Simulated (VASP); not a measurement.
# GeAs5 (P6/mmm) in VASP: relaxation of cell and atoms with PBE

Aim: the relaxation of cell and atoms of GeAs5 with PBE.

All numbers are computed with VASP 6.6.1; they aren't measurements. Logs are shortened: lines on timing, memory, paths and dates and some standing lists are left out, and cuts for length are marked.

### Step 1. The cell of the first run

Symmetry: P6/mmm, No. 191, hexagonal system. Conventional cell: a = 4.957 Å, b = 4.957 Å, c = 5.550 Å, α = 90.00°, β = 90.00°, γ = 120.00°. Within 3.7 Å of Ge (site symmetry 6/mmm) lie 14 As at 2.77 to 3.22 Å. As (site symmetry 3m) has 8 As at 2.60 to 3.14 Å and 3 Ge at 3.22 Å within 3.4 Å. As (site symmetry 6/mmm) has 2 Ge at 2.77 Å and 12 As at 3.14 Å within 3.7 Å.

The cell was generated, and may not be a known phase.

### Step 2. Relaxation of cell and atoms, PBE

INCAR reads:

```
ALGO = Normal ; EDIFF = 1E-7
EDIFFG = -0.01 ; ENCUT = 600
GGA = PE ; IBRION = 2
ISIF = 3 ; ISMEAR = 0
LASPH = T ; LCHARG = F
LREAL = F ; LWAVE = F
NELM = 80 ; NSW = 100
PREC = Accurate ; SIGMA = 0.1
```

KPOINTS reads:

```
k-points
0
Gamma
  12 12 8
```

POSCAR reads:

```
GeAs5
1.0
    4.9565648563      0.0000000000      0.0000000000
   -2.4782824281      4.2925110810      0.0000000000
    0.0000000000      0.0000000000      5.5498833116
Ge As
1 5
Direct
    0.0000000000      0.0000000000      0.5000000000
    0.6666666667      0.3333333333      0.7661776627
    0.0000000000      0.0000000000      0.0000000000
    0.6666666667      0.3333333333      0.2338223373
    0.3333333333      0.6666666667      0.2338223373
    0.3333333333      0.6666666667      0.7661776627
```

Potentials or basis: VASP PAW PBE potentials, release 64 (Ge_d, As).

On the command line:

```console
> cat potpaw_PBE.64/Ge_d/POTCAR potpaw_PBE.64/As/POTCAR > POTCAR
> mpirun -np 1 vasp_std > vasp.out
```

OUTCAR:

```text
EDIFF = 1E-7
   EDIFFG = -0.01
   ENCUT = 600
   GGA = PE
   IBRION = 2
   ISIF = 3
   ISMEAR = 0
   LASPH = T
   LREAL = F
   NELM = 80
   NSW = 100
   PREC = Accurate

 ion  position               nearest neighbor table
   1  0.000  0.000  0.500-   3 2.77   3 2.77
   2  0.667  0.333  0.766-   4 2.60   6 2.86   6 2.86   6 2.86
   3  0.000  0.000  0.000-   1 2.77   1 2.77
   4  0.667  0.333  0.234-   2 2.60   5 2.86   5 2.86   5 2.86
   5  0.333  0.667  0.234-   6 2.60   4 2.86   4 2.86   4 2.86
   6  0.333  0.667  0.766-   5 2.60   2 2.86   2 2.86   2 2.86

  LATTYP: Found a hexagonal cell.
 ALAT       =     4.9565648563
 C/A-ratio  =     1.1197035593

  Lattice vectors:

 A1 = (   4.9565648563,   0.0000000000,   0.0000000000)
 A2 = (  -2.4782824281,   4.2925110810,   0.0000000000)
 A3 = (   0.0000000000,   0.0000000000,   5.5498833116)

Analysis of symmetry for initial positions (statically):
=====================================================================
 Subroutine PRICEL returns:
 Original cell was already a primitive cell.

 Routine SETGRP: Setting up the symmetry group for a
 hexagonal supercell.

 Subroutine GETGRP returns: Found 24 space group operations
 (whereof 24 operations were pure point group operations)
 out of a pool of 24 trial point group operations.

The static configuration has the point symmetry D_6h.

Analysis of symmetry for dynamics (positions and initial velocities):
=====================================================================
 Subroutine PRICEL returns:
 Original cell was already a primitive cell.

 Routine SETGRP: Setting up the symmetry group for a
 hexagonal supercell.

 Subroutine GETGRP returns: Found 24 space group operations
 (whereof 24 operations were pure point group operations)
 out of a pool of 24 trial point group operations.

The dynamic configuration has the point symmetry D_6h.

 Subroutine INISYM returns: Found 24 space group operations
 (whereof 24 operations are pure point group operations),
 and found     1 'primitive' translations

----------------------------------------------------------------------------------------

                                     Primitive cell

  volume of cell :     118.0799

  direct lattice vectors                    reciprocal lattice vectors
[... 102 lines left out ...]
   ISYM   =      2    0-nonsym 1-usesym 2-fastsym
   POTIM  = 0.5000    time-step for ionic-motion
   TEBEG  =    0.0;   TEEND  =   0.0 temperature during run
   PSTRESS=    0.0 pullay stress
   NELECT =      39.0000    total number of electrons
   NUPDOWN=      -1.0000    fix difference up-down
   EMIN   =  10.00;   EMAX   =-10.00  energy-range for DOS
   EFERMI =   0.00;   METHOD = LEGACY
   ISMEAR =     0;   SIGMA  =   0.10  broadening in eV -4-tet -1-fermi 0-gaus
   EFERMI_NEDOS =   21; number of points for ismear=-14 and -15
   IALGO  =     38    algorithm
   IMIX   =      4    mixing-type and parameters
     AMIX     =   0.40;   BMIX     =  1.00
     AMIX_MAG =   1.60;   BMIX_MAG =  1.00
  volume/ion in A,a.u.               =      19.68       132.81
  Fermi-wavevector in a.u.,A,eV,Ry     =   1.131630  2.138470 17.423428  1.280586
  Thomas-Fermi vector in A             =   2.268329
   LORBIT       =      0    0 simple, 1 ext, 2 COOP (PROOUT), +10 PAW based schemes
   GGA     = PE    functional components
   LHFCALC =     F    Hartree Fock is set to
   AEXX    =    0.0000 exact exchange contribution
   IVDW    =     0    specifies the selected vdW correction
   LEPSILON=     F    determine dielectric tensor
   LRPA    =     F    only Hartree local field effects (RPA)
 conjugate gradient relaxation of ions
 non-spin polarized calculation
 Gauss-broadening in eV      SIGMA  =   0.10
  energy-cutoff  :      600.00
  volume of cell :      118.08
 maximum number of plane-waves:      3964
 NGX is ok and might be reduce to    40
   NGX = 19   NGY = 19   NGZ = 23

--------------------------------------- Ionic step        1  -------------------------------------------

 number of electron      39.0000009 magnetization

 Free energy of the ion-electron system (eV)
  ---------------------------------------------------
  ext. energy  EPLUGINS =         0.00000000
  ---------------------------------------------------
  free energy    TOTEN  =       -25.44831314 eV

  energy without entropy =      -25.43078029  energy(sigma->0) =      -25.43954671

------------------------ aborting loop because EDIFF is reached ----------------------------------------

  FORCE on cell =-STRESS in cart. coord.  units (eV):
  Direction    XX          YY          ZZ          XY          YZ          ZX
  --------------------------------------------------------------------------------------
  -------------------------------------------------------------------------------------
  Total       -0.3194162     -0.3194162      1.9644547     -0.0000000      0.0000000      0.0000000
  in kB       -4.3340257     -4.3340257     26.6548674     -0.0000000      0.0000000      0.0000000
  external PRESSURE =       5.9956053 kB  Pullay stress =       0.0000000 kB
[... 307 lines left out ...]
--------------------------------------- Ionic step        9  -------------------------------------------

 number of electron      38.9999991 magnetization

 Free energy of the ion-electron system (eV)
  ---------------------------------------------------
  ext. energy  EPLUGINS =         0.00000000
  ---------------------------------------------------
  free energy    TOTEN  =       -25.48263249 eV

  energy without entropy =      -25.46444296  energy(sigma->0) =      -25.47353772

 E-fermi :   6.2295     XC(G=0): -10.6741

 val. band max:        6.2260828369   @ k =   0.3333   0.2500   0.3750
 cond. band min:       6.2383604001   @ k =   0.2500   0.0000   0.1250
 fundamental gap:      0.0122775632
 Fermi energy:         6.2294995355

 k-point     1 :       0.0000    0.0000    0.0000
  band No.  band energies     occupation
      1     -18.8032      2.00000
      2     -18.8032      2.00000
      3     -18.7917      2.00000
      4     -18.7907      2.00000
      5     -18.7907      2.00000
      6      -8.5318      2.00000
[... 613 lines left out ...]
     22       7.6379      0.00000
     23       8.5939      0.00000

 [... further k-points ...]

------------------------ aborting loop because EDIFF is reached ----------------------------------------

  FORCE on cell =-STRESS in cart. coord.  units (eV):
  Direction    XX          YY          ZZ          XY          YZ          ZX
  --------------------------------------------------------------------------------------
  -------------------------------------------------------------------------------------
  Total       -0.0155876     -0.0155876      0.0300558     -0.0000000      0.0000000      0.0000000
  in kB       -0.2113175     -0.2113175      0.4074589     -0.0000000      0.0000000      0.0000000
  external PRESSURE =      -0.0050587 kB  Pullay stress =       0.0000000 kB
[... 21 lines left out ...]
  FREE ENERGIE OF THE ION-ELECTRON SYSTEM (eV)
  ---------------------------------------------------
  free  energy   TOTEN  =       -25.4826324889 eV

  energy  without entropy=      -25.4644429588  energy(sigma->0) =      -25.47353772

 reached required accuracy - stopping structural energy minimisation
```

OSZICAR:

```text
N       E                     dE             d eps       ncg     rms          rms(c)
DAV:   1     0.291363195842E+03    0.29136E+03   -0.18838E+04  5184   0.269E+03
DAV:   2     0.140166482294E+02   -0.27735E+03   -0.27260E+03  4905   0.650E+02
DAV:   3    -0.235607890742E+02   -0.37577E+02   -0.37026E+02  5283   0.136E+02
[... 70 lines left out ...]
DAV:   1    -0.254826380650E+02   -0.42498E-04   -0.16284E-03  4377   0.285E-01    0.228E-02
DAV:   2    -0.254826370045E+02    0.10606E-05   -0.10498E-04  5343   0.725E-02    0.119E-02
DAV:   3    -0.254826329501E+02    0.40543E-05   -0.77789E-06  5294   0.280E-02    0.306E-03
DAV:   4    -0.254826325390E+02    0.41114E-06   -0.65188E-07  4994   0.491E-03    0.126E-03
DAV:   5    -0.254826324889E+02    0.50105E-07   -0.68049E-08  2668   0.219E-03
   9 F= -.25482632E+02 E0= -.25473538E+02  d E =-.369281E-04
```

CONTCAR:

```text
GeAs5
   1.00000000000000
     4.8930150096055671   -0.0000000000007344    0.0000000000000000
    -2.4465075047540608    4.2374752993587137   -0.0000000000000000
     0.0000000000000000    0.0000000000000000    5.6999626546491671
  Ge              As
     1     5
Direct
     1.0000000000000000    0.0000000000000000    0.5000000000000000
     0.6666666667000030    0.3333333332999970    0.7647820163105655
     1.0000000000000000    0.0000000000000000    0.0000000000000000
     0.6666666667000030    0.3333333332999970    0.2352179836894345
     0.3333333332999970    0.6666666667000030    0.2352179836894345
     0.3333333332999970    0.6666666667000030    0.7647820163105655

  0.00000000E+00  0.00000000E+00  0.00000000E+00
  0.00000000E+00  0.00000000E+00  0.00000000E+00
  0.00000000E+00  0.00000000E+00  0.00000000E+00
  0.00000000E+00  0.00000000E+00  0.00000000E+00
  0.00000000E+00  0.00000000E+00  0.00000000E+00
  0.00000000E+00  0.00000000E+00  0.00000000E+00
```

Wall time 13 min (1 thread of Intel Xeon 6975P-C (Granite Rapids), shared host); peak memory 0.47 GiB.

What came out:

```yaml
Free_energy: -25.4826 eV
Relaxed_volume: 19.70 Å³/atom
Relaxed_cell: a = 4.893 Å, b = 4.893 Å, c = 5.700 Å, α = 90.00°, β = 90.00°, γ = 120.00°
Space_group_after_relaxing_to_0.1_Å: P6/mmm (No. 191)
Energy_gained_by_relaxing: 5.7 meV/atom
Ionic_steps: 9
Pressure_after_relaxing: 0.0 GPa
Largest_force_after_relaxing: 0.009 eV/Å
Band_gap_on_the_k_mesh: zero (an odd number of electrons rules out a gap without spin polarisation)
```

Forces in eV/Å, atoms in the order of the input:
```
Ge   0.000  0.000  0.000
As   0.000  0.000  0.009
As   0.000  0.000  0.000
As   0.000  0.000 -0.009
As   0.000  0.000 -0.009
As   0.000  0.000  0.009
```

Step by step:
```csv
step,energy change (eV),largest force (eV/Å),pressure (GPa),volume (Å³)
1,0.0000,0.1193,0.60,118.08
2,-0.0220,0.0157,-0.48,119.33
3,-0.0251,0.0229,-0.94,119.92
4,-0.0341,0.0230,-0.06,118.23
5,-0.0341,0.0225,-0.11,118.31
6,-0.0343,0.0103,0.03,118.14
7,-0.0343,0.0114,0.00,118.16
8,-0.0343,0.0111,0.03,118.15
9,-0.0343,0.0092,0.00,118.18
```

Final structure:
```
Ge As
1.0
     4.89302    0.00000    0.00000
    -2.44651    4.23748    0.00000
     0.00000    0.00000    5.69996
Ge As
1 5
Direct
  0.00000 0.00000 0.50000
  0.66667 0.33333 0.76478
  0.00000 0.00000 0.00000
  0.66667 0.33333 0.23522
  0.33333 0.66667 0.23522
  0.33333 0.66667 0.76478
```

Caveat: an odd number of electrons without spin polarisation forces a metal; a magnetic or distorted state may lie lower.
